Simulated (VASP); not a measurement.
# Ru (P6_3/mmc) in VASP: further runs

Runs on Ru. Level: PBEsol. Tasks: single point.

Everything below comes from runs of VASP 6.6.1. Logs are shortened: lines on timing, memory, paths and dates and some standing lists are left out, and cuts for length are marked.

### Step 1. The cell of the first run

Symmetry: P6_3/mmc, No. 194, hexagonal system. Conventional cell: a = 2.625 Å, b = 2.625 Å, c = 4.282 Å, α = 90.00°, β = 90.00°, γ = 120.00°. Within 3.5 Å of Ru (site symmetry -6m2) lie 12 Ru at 2.62 Å.

### Step 2. Single point, PBEsol (equal xx and yy strain of -3 %)

File INCAR:

```
SYSTEM = Ru
ALGO = Normal
EDIFF = 1E-6
ENCUT = 520
GGA = PS
ISIF = 2
ISMEAR = -1
LASPH = .True.
LCHARG = .False.
LREAL = .False.
LWAVE = .False.
NBANDS = 21
NELM = 100
PREC = Accurate
SIGMA = 0.03
```

File KPOINTS:

```
k-points
0
Gamma
  14 14 8
  0 0 0
```

File POSCAR:

```
Ru
1.0
    2.6246253542      0.0000000000      0.0000000000
   -1.3123126771      2.2729922322      0.0000000000
    0.0000000000      0.0000000000      4.2819000000
Ru
2
Direct
    0.3333333333      0.6666666667      0.2500000000
    0.6666666667      0.3333333333      0.7500000000
```

Potentials or basis: VASP PAW PBE potentials, release 64 (Ru_pv).

The run is started by

```
> cat potpaw_PBE.64/Ru_pv/POTCAR > POTCAR
> mpirun -np 1 vasp_std > vasp.out
```

OUTCAR:

```text
SYSTEM = Ru
   EDIFF = 1E-6
   ENCUT = 520
   GGA = PS
   ISIF = 2
   ISMEAR = -1
   LASPH = .True.
   LREAL = .False.
   NELM = 100
   PREC = Accurate

 ion  position               nearest neighbor table
   1  0.333  0.667  0.250-   2 2.62   2 2.62   2 2.62   2 2.62   2 2.62   2 2.62
   2  0.667  0.333  0.750-   1 2.62   1 2.62   1 2.62   1 2.62   1 2.62   1 2.62

  LATTYP: Found a hexagonal cell.
 ALAT       =     2.6246253542
 C/A-ratio  =     1.6314328417

  Lattice vectors:

 A1 = (   2.6246253542,   0.0000000000,   0.0000000000)
 A2 = (  -1.3123126771,   2.2729922322,   0.0000000000)
 A3 = (   0.0000000000,   0.0000000000,   4.2819000000)

Analysis of symmetry for initial positions (statically):
=====================================================================
 Subroutine PRICEL returns:
 Original cell was already a primitive cell.

 Routine SETGRP: Setting up the symmetry group for a
 hexagonal supercell.

 Subroutine GETGRP returns: Found 24 space group operations
 (whereof 12 operations were pure point group operations)
 out of a pool of 24 trial point group operations.

The static configuration has the point symmetry D_3d.
 The point group associated with its full space group is D_6h.

Analysis of symmetry for dynamics (positions and initial velocities):
=====================================================================
 Subroutine PRICEL returns:
 Original cell was already a primitive cell.

 Routine SETGRP: Setting up the symmetry group for a
 hexagonal supercell.

 Subroutine GETGRP returns: Found 24 space group operations
 (whereof 12 operations were pure point group operations)
 out of a pool of 24 trial point group operations.

The dynamic configuration has the point symmetry D_3d.
 The point group associated with its full space group is D_6h.

 Subroutine INISYM returns: Found 24 space group operations
 (whereof 12 operations are pure point group operations),
 and found     1 'primitive' translations

----------------------------------------------------------------------------------------

                                     Primitive cell

  volume of cell :      25.5448

  direct lattice vectors                    reciprocal lattice vectors
     2.624625354  0.000000000  0.000000000     0.381006759  0.219974355  0.000000000
    -1.312312677  2.272992232  0.000000000     0.000000000  0.439948710  0.000000000
     0.000000000  0.000000000  4.281900000     0.000000000  0.000000000  0.233541185

  length of vectors
[... 80 lines left out ...]
   ENCUT  =  520.0 eV  38.22 Ry    6.18 a.u.   4.88  4.88  7.96*2*pi/ulx,y,z
   NELM   =    100;   NELMIN=  2; NELMDL= -5     # of ELM steps
   EDIFF  = 0.1E-05   stopping-criterion for ELM
   LREAL  =      F    real-space projection
   EDIFFG = 0.1E-04   stopping-criterion for IOM
   NSW    =      0    number of steps for IOM
   IBRION =     -1    ionic relax: 0-MD 1-quasi-New 2-CG
   NFREE  =      0    steps in history (QN), initial steepest desc. (CG)
   ISIF   =      2    stress and relaxation
   ISYM   =      2    0-nonsym 1-usesym 2-fastsym
   POTIM  = 0.5000    time-step for ionic-motion
   TEBEG  =    0.0;   TEEND  =   0.0 temperature during run
   PSTRESS=    0.0 pullay stress
   NELECT =      28.0000    total number of electrons
   NUPDOWN=      -1.0000    fix difference up-down
   EMIN   =  10.00;   EMAX   =-10.00  energy-range for DOS
   EFERMI =   0.00;   METHOD = LEGACY
   ISMEAR =    -1;   SIGMA  =   0.03  broadening in eV -4-tet -1-fermi 0-gaus
   EFERMI_NEDOS =   21; number of points for ismear=-14 and -15
   IALGO  =     38    algorithm
   IMIX   =      4    mixing-type and parameters
     AMIX     =   0.40;   BMIX     =  1.00
     AMIX_MAG =   1.60;   BMIX_MAG =  1.00
  volume/ion in A,a.u.               =      12.77        86.19
  Fermi-wavevector in a.u.,A,eV,Ry     =   1.687953  3.189768 38.765501  2.849184
  Thomas-Fermi vector in A             =   2.770346
   LORBIT       =      0    0 simple, 1 ext, 2 COOP (PROOUT), +10 PAW based schemes
   GGA     = PS    functional components
   LHFCALC =     F    Hartree Fock is set to
   AEXX    =    0.0000 exact exchange contribution
   IVDW    =     0    specifies the selected vdW correction
   LEPSILON=     F    determine dielectric tensor
   LRPA    =     F    only Hartree local field effects (RPA)
 non-spin polarized calculation
  energy-cutoff  :      520.00
  volume of cell :       25.54
 maximum number of plane-waves:       703
 NGX is ok and might be reduce to    20
   NGX =  9   NGY =  9   NGZ = 15

 number of electron      27.9999998 magnetization

 Free energy of the ion-electron system (eV)
  ---------------------------------------------------
  ext. energy  EPLUGINS =         0.00000000
  ---------------------------------------------------
  free energy    TOTEN  =       -20.25284438 eV

  energy without entropy =      -20.24575292  energy(sigma->0) =      -20.24929865

 E-fermi :  13.8337     XC(G=0): -14.6629

 val. band max:       13.8266431786   @ k =   0.1429   0.1429   0.2500
 cond. band min:      13.8370049758   @ k =   0.0714  -0.0000   0.3750
 fundamental gap:      0.0103617972
 Fermi energy:        13.8337430819

 k-point     1 :       0.0000    0.0000    0.0000
  band No.  band energies     occupation
      1     -29.9563      2.00000
      2     -28.8058      2.00000
      3     -28.8058      2.00000
      4     -28.6407      2.00000
      5     -28.6303      2.00000
      6     -28.6303      2.00000
[... 565 lines left out ...]
     20      24.0674      0.00000
     21      24.0687      0.00000

 [... further k-points ...]

------------------------ aborting loop because EDIFF is reached ----------------------------------------

  FORCE on cell =-STRESS in cart. coord.  units (eV):
  Direction    XX          YY          ZZ          XY          YZ          ZX
  --------------------------------------------------------------------------------------
  -------------------------------------------------------------------------------------
  Total        3.5856093      3.5856093      0.5942018      0.0000000     -0.0000000      0.0000000
  in kB      224.8908339    224.8908339     37.2685748      0.0000000     -0.0000000      0.0000000
  external PRESSURE =     162.3500809 kB  Pullay stress =       0.0000000 kB

 VOLUME and BASIS-vectors are now :
 -----------------------------------------------------------------------------
  energy-cutoff  :      520.00
  volume of cell :       25.54
      direct lattice vectors                 reciprocal lattice vectors
     2.624625354  0.000000000  0.000000000     0.381006759  0.219974355  0.000000000
    -1.312312677  2.272992232  0.000000000     0.000000000  0.439948710  0.000000000
     0.000000000  0.000000000  4.281900000     0.000000000  0.000000000  0.233541185

 POSITION                                       TOTAL-FORCE (eV/Angst)
 -----------------------------------------------------------------------------------
     -0.00000      1.51533      1.07048         0.000000     -0.000000      0.000000
      1.31231      0.75766      3.21143        -0.000000      0.000000      0.000000
 -----------------------------------------------------------------------------------
    total drift:                                0.000000     -0.000000      0.000000

  FREE ENERGIE OF THE ION-ELECTRON SYSTEM (eV)
  ---------------------------------------------------
  free  energy   TOTEN  =       -20.2528443816 eV

  energy  without entropy=      -20.2457529244  energy(sigma->0) =      -20.24929865
```

Wall time 83 s (1 thread of AMD EPYC 7R13, shared host); peak memory 0.14 GiB.

Results:

| Quantity | Value |
| --- | --- |
| Free energy | -20.2528 eV |
| Pressure | 16.2 GPa |
| Band gap on the k mesh | zero (bands 14 and 15 overlap by 3.52 eV) |

Stress tensor (GPa, compression positive):
```
22.49  0.00  0.00
 0.00 22.49  0.00
 0.00  0.00  3.73
```

Caveat: the cell differs from its parent crystal (equal xx and yy strain of -3 %); the cell stands under pressure; the PAW data sets were made with another functional, which shifts forces and pressure a little.

### Step 3. Single point, PBEsol (equal xx and yy strain of -1 %)

File INCAR:

```
SYSTEM = Ru
  ALGO = Normal
  EDIFF = 1E-6
  ENCUT = 520
  GGA = PS
  ISIF = 2
  ISMEAR = -1
  LASPH = .True.
  LCHARG = .False.
  LREAL = .False.
  LWAVE = .False.
  NBANDS = 21
  NELM = 60
  PREC = Accurate
  SIGMA = 0.03
```

KPOINTS is that of step 2.

File POSCAR:

```
Ru
1.0
    2.6787413409      0.0000000000      0.0000000000
   -1.3393706704      2.3198580514      0.0000000000
    0.0000000000      0.0000000000      4.2819000000
Ru
2
Direct
    0.3333333333      0.6666666667      0.2500000000
    0.6666666667      0.3333333333      0.7500000000
```

Potentials or basis: VASP PAW PBE potentials, release 64 (Ru_pv).

The run is started by

```
> cat potpaw_PBE.64/Ru_pv/POTCAR > POTCAR
> mpirun -np 1 vasp_std > vasp.out
```

Wall time 80 s (1 thread of AMD EPYC 7R13, shared host); peak memory 0.15 GiB.

The run converged. Its results:

| Property | Result |
| --- | --- |
| Free energy | -20.3340 eV |
| Pressure | 0.3 GPa |
| Band gap on the k mesh | zero (bands 14 and 15 overlap by 3.26 eV) |

Stress tensor (GPa, compression positive):
```
 2.60  0.00  0.00
 0.00  2.60  0.00
 0.00  0.00 -4.16
```

Levels at points of the mesh, in eV from the Fermi level:
| k point | band 12 | band 13 | band 14 | band 15 | band 16 | band 17 |
| --- | --- | --- | --- | --- | --- | --- |
| (0.00, 0.00, 0.00) | -1.97 | -1.97 | -1.34 | -1.34 | 1.16 | 1.25 |
| (0.50, 0.00, 0.00) | -1.81 | -1.61 | 1.58 | 1.97 | 1.99 | 4.21 |
| (0.00, 0.00, 0.50) | -2.80 | -2.80 | -2.80 | 0.59 | 0.59 | 0.59 |
| (0.50, 0.00, 0.50) | -1.04 | 0.47 | 0.47 | 1.82 | 1.82 | 3.47 |

Caveat: the cell differs from its parent crystal (equal xx and yy strain of -1 %); the PAW data sets were made with another functional, which shifts forces and pressure a little.

(Part 1 of 2 ends here.)
